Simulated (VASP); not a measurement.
# LiF (Fm-3m) in VASP: settings compared, part 2 of 2

VASP 6.6.1. Earlier steps stand in the parts before.

**3. Single point, PBE**

This run uses another cell than the first one, of 8.41 Å³/atom, 1.099 times its volume.

Contents of INCAR:

```
PREC     = Accurate       # precision mode
ENCUT    = 520            # plane-wave cutoff, eV
EDIFF    = 1E-6           # SCF threshold, eV
ISMEAR   = 0              # smearing method
SIGMA    = 0.02           # smearing width, eV
LREAL    = False          # projectors in reciprocal space
LASPH    = True           # aspherical terms in the spheres
NELM     = 100            # most SCF steps
ALGO     = Normal         # electronic algorithm
ISIF     = 2              # what is computed and relaxed
LWAVE    = False          # write WAVECAR
LCHARG   = False          # write CHGCAR
GGA      = PE             # functional
NBANDS   = 12             # bands
```

Contents of KPOINTS:

```
regular mesh
0
Gamma
  10 10 10
```

Contents of POSCAR:

```
LiF
1.0
    0.0000000000      2.0338410148      2.0338410148
    2.0338410148      0.0000000000      2.0338410148
    2.0338410148      2.0338410148      0.0000000000
Li F
1 1
Direct
    0.5000000000      0.5000000000      0.5000000000
    0.0000000000      0.0000000000      0.0000000000
```

Potentials or basis: VASP PAW PBE potentials, release 64 (Li_sv, F).

Run with:

```bash
$ cat potpaw_PBE.64/Li_sv/POTCAR potpaw_PBE.64/F/POTCAR > POTCAR
$ mpirun -np 1 vasp_std > vasp.out
```

OUTCAR:

```text
PREC = Accurate
   ENCUT = 520
   EDIFF = 1E-6
   ISMEAR = 0
   LREAL = False
   LASPH = True
   NELM = 100
   ISIF = 2
   GGA = PE

 ion  position               nearest neighbor table
   1  0.500  0.500  0.500-   2 2.03   2 2.03   2 2.03   2 2.03   2 2.03   2 2.03
   2  0.000  0.000  0.000-   1 2.03   1 2.03   1 2.03   1 2.03   1 2.03   1 2.03

  LATTYP: Found a face centered cubic cell.
 ALAT       =     4.0676820296

  Lattice vectors:

 A1 = (   0.0000000000,   2.0338410148,   2.0338410148)
 A2 = (   2.0338410148,   0.0000000000,   2.0338410148)
 A3 = (   2.0338410148,   2.0338410148,   0.0000000000)

Analysis of symmetry for initial positions (statically):
=====================================================================
 Subroutine PRICEL returns:
 Original cell was already a primitive cell.

 Routine SETGRP: Setting up the symmetry group for a
 face centered cubic supercell.

 Subroutine GETGRP returns: Found 48 space group operations
 (whereof 48 operations were pure point group operations)
 out of a pool of 48 trial point group operations.

The static configuration has the point symmetry O_h .

Analysis of symmetry for dynamics (positions and initial velocities):
=====================================================================
 Subroutine PRICEL returns:
 Original cell was already a primitive cell.

 Routine SETGRP: Setting up the symmetry group for a
 face centered cubic supercell.

 Subroutine GETGRP returns: Found 48 space group operations
 (whereof 48 operations were pure point group operations)
 out of a pool of 48 trial point group operations.

The dynamic configuration has the point symmetry O_h .

 Subroutine INISYM returns: Found 48 space group operations
 (whereof 48 operations are pure point group operations),
 and found     1 'primitive' translations

----------------------------------------------------------------------------------------

                                     Primitive cell

  volume of cell :      16.8260

  direct lattice vectors                    reciprocal lattice vectors
     0.000000000  2.033841015  2.033841015    -0.245840258  0.245840258  0.245840258
     2.033841015  0.000000000  2.033841015     0.245840258 -0.245840258  0.245840258
     2.033841015  2.033841015  0.000000000     0.245840258  0.245840258 -0.245840258

  length of vectors
     2.876285547  2.876285547  2.876285547     0.425807818  0.425807818  0.425807818

  position of ions in fractional coordinates (direct lattice)
     0.500000000  0.500000000  0.500000000
     0.000000000  0.000000000  0.000000000

  ion indices of the primitive-cell ions
   primitive index   ion index
                 1           1
                 2           2

----------------------------------------------------------------------------------------

 KPOINTS: regular mesh

Automatic generation of k-mesh.
 Grid dimensions read from file:
 generate k-points for:   10   10   10

 Generating k-lattice:

  Cartesian coordinates                     Fractional coordinates (reciprocal lattice)
    -0.024584026  0.024584026  0.024584026     0.100000000  0.000000000  0.000000000
     0.024584026 -0.024584026  0.024584026     0.000000000  0.100000000  0.000000000
     0.024584026  0.024584026 -0.024584026     0.000000000  0.000000000  0.100000000

  Length of vectors
     0.042580782  0.042580782  0.042580782

  Shift w.r.t. Gamma in fractional coordinates (k-lattice)
     0.000000000  0.000000000  0.000000000

 Subroutine IBZKPT returns following result:
 ===========================================

 Found     47 irreducible k-points:

 Following reciprocal coordinates:
            Coordinates               Weight
  0.000000  0.000000  0.000000      1.000000
  0.100000  0.000000  0.000000      8.000000
  0.200000  0.000000  0.000000      8.000000
  0.300000  0.000000  0.000000      8.000000
  0.400000  0.000000  0.000000      8.000000
  0.500000  0.000000  0.000000      4.000000
[... 16 lines left out ...]
  0.300000  0.300000  0.000000      6.000000
  0.400000  0.300000  0.000000     24.000000
 [... further k-points ...]
   k-points           NKPTS =     47   k-points in BZ     NKDIM =     47   number of bands    NBANDS=     12
   number of dos      NEDOS =    301   number of ions     NIONS =      2
   total plane-waves  NPLWV =  13824
   dimension x,y,z NGX =    24 NGY =   24 NGZ =   24
   dimension x,y,z NGXF=    48 NGYF=   48 NGZF=   48
   ions per type =               1   1
   NGX,Y,Z   is equivalent  to a cutoff of  13.87, 13.87, 13.87 a.u.
   NGXF,Y,Z  is equivalent  to a cutoff of  27.74, 27.74, 27.74 a.u.
 SYSTEM =  unknown system
   PREC   = accura    normal or accurate (medium, high low for compatibility)
   ISTART =      0    job   : 0-new  1-cont  2-samecut
   ICHARG =      2    charge: 1-file 2-atom 10-const
   ISPIN  =      1    spin polarized calculation?
   LNONCOLLINEAR =      F non collinear calculations
   LSORBIT =      F    spin-orbit coupling
   LASPH  =      T    aspherical Exc in radial PAW
   ENCUT  =  520.0 eV  38.22 Ry    6.18 a.u.   5.35  5.35  5.35*2*pi/ulx,y,z
   NELM   =    100;   NELMIN=  2; NELMDL= -5     # of ELM steps
   EDIFF  = 0.1E-05   stopping-criterion for ELM
   LREAL  =      F    real-space projection
   EDIFFG = 0.1E-04   stopping-criterion for IOM
   NSW    =      0    number of steps for IOM
   IBRION =     -1    ionic relax: 0-MD 1-quasi-New 2-CG
   NFREE  =      0    steps in history (QN), initial steepest desc. (CG)
   ISIF   =      2    stress and relaxation
   ISYM   =      2    0-nonsym 1-usesym 2-fastsym
   POTIM  = 0.5000    time-step for ionic-motion
   TEBEG  =    0.0;   TEEND  =   0.0 temperature during run
   PSTRESS=    0.0 pullay stress
   NELECT =      10.0000    total number of electrons
   NUPDOWN=      -1.0000    fix difference up-down
   EMIN   =  10.00;   EMAX   =-10.00  energy-range for DOS
   EFERMI =   0.00;   METHOD = LEGACY
   ISMEAR =     0;   SIGMA  =   0.02  broadening in eV -4-tet -1-fermi 0-gaus
   EFERMI_NEDOS =   21; number of points for ismear=-14 and -15
   IALGO  =     38    algorithm
   IMIX   =      4    mixing-type and parameters
     AMIX     =   0.40;   BMIX     =  1.00
     AMIX_MAG =   1.60;   BMIX_MAG =  1.00
  volume/ion in A,a.u.               =       8.41        56.77
  Fermi-wavevector in a.u.,A,eV,Ry     =   1.376410  2.601038 25.776300  1.894505
  Thomas-Fermi vector in A             =   2.501657
   LORBIT       =      0    0 simple, 1 ext, 2 COOP (PROOUT), +10 PAW based schemes
   GGA     = PE    functional components
   LHFCALC =     F    Hartree Fock is set to
   AEXX    =    0.0000 exact exchange contribution
   IVDW    =     0    specifies the selected vdW correction
   LEPSILON=     F    determine dielectric tensor
   LRPA    =     F    only Hartree local field effects (RPA)
 non-spin polarized calculation
 Gauss-broadening in eV      SIGMA  =   0.02
  energy-cutoff  :      520.00
  volume of cell :       16.83
 maximum number of plane-waves:       469
 NGX is ok and might be reduce to    24
   NGX = 11   NGY = 11   NGZ = 11

 number of electron      10.0000000 magnetization

 number of electron       9.9999992 magnetization

 Free energy of the ion-electron system (eV)
  ---------------------------------------------------
  ext. energy  EPLUGINS =         0.00000000
  ---------------------------------------------------
  free energy    TOTEN  =        -9.64095405 eV

  energy without entropy =       -9.64095405  energy(sigma->0) =       -9.64095405

 E-fermi :  -1.0545     XC(G=0):  -9.8400

 val. band max:       -1.1928927213   @ k =   0.0000   0.0000   0.0000
 cond. band min:       7.6379442384   @ k =   0.0000   0.0000   0.0000
 fundamental gap:      8.8308369597
 Fermi energy:        -1.0544519366

 k-point     1 :       0.0000    0.0000    0.0000
  band No.  band energies     occupation
      1     -42.1817      2.00000
      2     -21.0877      2.00000
      3      -1.1929      2.00000
      4      -1.1929      2.00000
      5      -1.1929      2.00000
      6       7.6379      0.00000
      7      22.3863      0.00000
      8      22.3863      0.00000
      9      22.3863      0.00000
     10      22.8412      0.00000
     11      22.8412      0.00000
     12      22.8412      0.00000
[... 331 lines left out ...]
 k-point    24 :       0.4000    0.3000    0.0000
  band No.  band energies     occupation
      1     -42.1287      2.00000
      2     -20.5904      2.00000
      3      -3.4207      2.00000
      4      -2.0275      2.00000
      5      -1.9204      2.00000
      6      11.6157      0.00000
      7      15.4125      0.00000
      8      17.0340      0.00000
      9      18.6454      0.00000
     10      19.7088      0.00000
     11      32.0580      0.00000
     12      33.1988      0.00000

 [... further k-points ...]
[... 5 lines left out ...]
  --------------------------------------------------------------------------------------
  -------------------------------------------------------------------------------------
  Total       -0.0464494     -0.0464494     -0.0464494      0.0000000      0.0000000      0.0000000
  in kB       -4.4229240     -4.4229240     -4.4229240      0.0000000      0.0000000      0.0000000
  external PRESSURE =      -4.4229240 kB  Pullay stress =       0.0000000 kB

 VOLUME and BASIS-vectors are now :
 -----------------------------------------------------------------------------
  energy-cutoff  :      520.00
  volume of cell :       16.83
      direct lattice vectors                 reciprocal lattice vectors
     0.000000000  2.033841015  2.033841015    -0.245840258  0.245840258  0.245840258
     2.033841015  0.000000000  2.033841015     0.245840258 -0.245840258  0.245840258
     2.033841015  2.033841015  0.000000000     0.245840258  0.245840258 -0.245840258

 POSITION                                       TOTAL-FORCE (eV/Angst)
 -----------------------------------------------------------------------------------
      2.03384      2.03384      2.03384         0.000000      0.000000      0.000000
      0.00000      0.00000      0.00000         0.000000      0.000000     -0.000000
 -----------------------------------------------------------------------------------
    total drift:                                0.000000     -0.000000     -0.000000

  FREE ENERGIE OF THE ION-ELECTRON SYSTEM (eV)
  ---------------------------------------------------
  free  energy   TOTEN  =        -9.6409540464 eV

  energy  without entropy=       -9.6409540464  energy(sigma->0) =       -9.64095405
```

It took 6.3 s on 1 thread of AMD EPYC 9R45 (Zen 5), shared host; peak memory 0.1 GiB.

Results:

```
Free energy            : -9.6410 eV
Band gap on the k mesh : 8.83 eV, direct
```

Caveat: the cutoff is under 1.25 times the usual one of these potentials, so pressure, stress and relaxed cells hold a basis-set (Pulay) error.

**4. Single point, PBE**

This run uses another cell than the first one, of 8.41 Å³/atom, 1.099 times its volume.

Contents of INCAR:

```
SYSTEM = LiF
PREC = Accurate
ENCUT = 520
EDIFF = 1E-6
ISMEAR = 0
SIGMA = 0.02
LREAL = .False.
LASPH = .True.
NELM = 100
ALGO = Normal
ISIF = 2
LWAVE = .False.
LCHARG = .False.
GGA = PE
NBANDS = 12
```

Contents of KPOINTS:

```
regular mesh
0
Gamma
  10 10 10
  0 0 0
```

POSCAR is that of step 3.

Run with:

```bash
$ cat potpaw_PBE.64/Li_sv/POTCAR potpaw_PBE.64/F/POTCAR > POTCAR
$ mpirun -np 1 vasp_std > vasp.out
```

It took 6.2 s on 1 thread of AMD EPYC 9R45 (Zen 5), shared host; peak memory 0.1 GiB.

Results (log left out):

- Free energy: -9.6410 eV
- Band gap on the k mesh: 8.83 eV, direct

Levels at points of the mesh, in eV from the valence-band top:
| k point | band 3 | band 4 | band 5 | band 6 | band 7 | band 8 |
| --- | --- | --- | --- | --- | --- | --- |
| (0.00, 0.00, 0.00) | 0.00 | 0.00 | 0.00 | 8.83 | 23.58 | 23.58 |
| (0.50, 0.00, 0.00) | -2.43 | -0.22 | -0.22 | 10.62 | 16.39 | 18.66 |
| (0.50, 0.50, 0.00) | -2.88 | -0.96 | -0.96 | 14.54 | 16.33 | 17.10 |

Caveat: the cutoff is under 1.25 times the usual one of these potentials, so pressure, stress and relaxed cells hold a basis-set (Pulay) error.

**5. Single point, LDA**

This run uses another cell than the first one, of 8.41 Å³/atom, 1.099 times its volume.

Contents of INCAR:

```
SYSTEM = LiF
PREC = Accurate
ENCUT = 520
EDIFF = 1E-6
ISMEAR = 0
SIGMA = 0.02
LREAL = .FALSE.
LASPH = .TRUE.
NELM = 60
ALGO = Normal
ISIF = 2
LWAVE = .FALSE.
LCHARG = .FALSE.
NBANDS = 12
```

Contents of KPOINTS:

```
Automatic mesh
0
G
  10 10 10
  0 0 0
```

POSCAR is that of step 4.

Potentials or basis: VASP PAW LDA potentials, release 64 (Li_sv, F).

Run with:

```bash
$ cat potpaw_LDA.64/Li_sv/POTCAR potpaw_LDA.64/F/POTCAR > POTCAR
$ mpirun -np 1 vasp_std > vasp.out
```

It took 5.4 s on 1 thread of AMD EPYC 9R45 (Zen 5), shared host; peak memory 0.09 GiB.

The run converged. Its results:

| Item | Value |
| --- | --- |
| Free energy | -10.4504 eV |
| Band gap on the k mesh | 8.57 eV, direct |

Levels at points of the mesh, in eV from the valence-band top:
```
           k point  band 3  band 4  band 5  band 6  band 7  band 8
(0.00, 0.00, 0.00)    0.00    0.00    0.00    8.57   23.08   23.08
(0.50, 0.00, 0.00)   -2.49   -0.22   -0.22   10.22   16.03   18.19
(0.50, 0.50, 0.00)   -2.99   -0.99   -0.99   14.15   15.89   16.78
```

Caveat: the cutoff is under 1.25 times the usual one of these potentials, so pressure, stress and relaxed cells hold a basis-set (Pulay) error. A k mesh can miss the band edges.

**6. Single point, PBE (volume scaled by 1.03)**

Contents of INCAR:

```
SYSTEM = LiF
PREC = Accurate
ENCUT = 520
EDIFF = 1E-6
ISMEAR = 0
SIGMA = 0.02
LREAL = .False.
LASPH = .True.
NELM = 60
ALGO = Normal
ISIF = 2
LWAVE = .False.
LCHARG = .False.
GGA = PE
NBANDS = 12
```

Contents of KPOINTS:

```
Automatic mesh
0
Gamma
  10 10 10
  0 0 0
```

Contents of POSCAR:

```
LiF
1.0
    0.0000000000      2.0539793642      2.0539793642
    2.0539793642      0.0000000000      2.0539793642
    2.0539793642      2.0539793642      0.0000000000
Li F
1 1
Direct
    0.5000000000      0.5000000000      0.5000000000
    0.0000000000      0.0000000000      0.0000000000
```

Potentials or basis: VASP PAW PBE potentials, release 64 (Li_sv, F).

Run with:

```bash
$ cat potpaw_PBE.64/Li_sv/POTCAR potpaw_PBE.64/F/POTCAR > POTCAR
$ mpirun -np 1 vasp_std > vasp.out
```

Run time: 6.2 s. Hardware: 1 thread of AMD EPYC 9R45 (Zen 5), shared host; peak memory 0.1 GiB.

Results (log left out):

```yaml
Free_energy: -9.6380 eV
Band_gap_on_the_k_mesh: 8.58 eV, direct
```

Levels at points of the mesh, in eV from the valence-band top:
| k point | band 3 | band 4 | band 5 | band 6 | band 7 | band 8 |
| --- | --- | --- | --- | --- | --- | --- |
| (0.00, 0.00, 0.00) | 0.00 | 0.00 | 0.00 | 8.58 | 23.20 | 23.20 |
| (0.50, 0.00, 0.00) | -2.34 | -0.21 | -0.21 | 10.47 | 16.05 | 18.42 |
| (0.50, 0.50, 0.00) | -2.76 | -0.91 | -0.91 | 14.27 | 16.19 | 16.75 |

Caveat: the cell differs from its parent crystal (volume scaled by 1.03); the cutoff is under 1.25 times the usual one of these potentials, so pressure, stress and relaxed cells hold a basis-set (Pulay) error.

**7. Overview**

| level | potentials or basis | cell | gap on the mesh (eV) |
| --- | --- | --- | --- |
| PBE | VASP PAW PBE potentials, release 64 (Li_sv, F) | a = 2.787 Å, angles 60.0°, 2 atoms | 9.69 |
| PBE | VASP PAW PBE potentials, release 64 (Li_sv, F) | a = 2.876 Å, angles 60.0°, 2 atoms | 8.83 |
| LDA | VASP PAW LDA potentials, release 64 (Li_sv, F) | a = 2.876 Å, angles 60.0°, 2 atoms | 8.57 |
| PBE | VASP PAW PBE potentials, release 64 (Li_sv, F) | a = 2.905 Å, angles 60.0°, 2 atoms | 8.58 |

Alike in all rows: task single point; no spin polarisation; k mesh 10 × 10 × 10; cutoff (eV) 520; smearing gaussian 0.02 eV.

Caveats: the cutoff is under 1.25 times the usual one of these potentials, so pressure, stress and relaxed cells hold a basis-set (Pulay) error.

Total energies depend on the potentials used, so only differences within one code and one set of settings carry meaning.
